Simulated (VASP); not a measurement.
A run of VASP 6.6.1 is set up as follows.

INCAR

```
SYSTEM = ZrC
ALGO = Normal
EDIFF = 1E-6
ENCUT = 520
GGA = PE
ISIF = 2
ISMEAR = -1
LASPH = .TRUE.
LCHARG = .FALSE.
LREAL = .FALSE.
LWAVE = .FALSE.
NBANDS = 15
NELM = 100
PREC = Accurate
SIGMA = 0.05
```

Contents of KPOINTS:

```
k-points
0
G
  15 15 15
  0 0 0
```

The input POSCAR:

```
ZrC
1.0
    0.0000000000      2.3032058000      2.3502100000
    2.3032058000      0.0000000000      2.3502100000
    2.3032058000      2.3032058000      0.0000000000
Zr C
1 1
Direct
    0.5000000000      0.5000000000      0.5000000000
    0.0000000000      0.0000000000      0.0000000000
```

Potentials or basis: VASP PAW PBE potentials, release 64 (Zr_sv, C).

Launch:

```bash
$ cat potpaw_PBE.64/Zr_sv/POTCAR potpaw_PBE.64/C/POTCAR > POTCAR
$ mpirun -np 1 vasp_std > vasp.out
```

Q: Predict the pressure.

A: 11.6 GPa.

Q: Estimate the band gap on the k mesh.

A: Zero (band 8 reaches 11.07 eV, above the bottom of band 9 at 9.70 eV).

Stress tensor (GPa, compression positive):
```
14.45  0.00  0.00
 0.00 14.45  0.00
 0.00  0.00  5.88
```

Caveat: the cell differs from its parent crystal (x and y stretched by -2 %, z held).
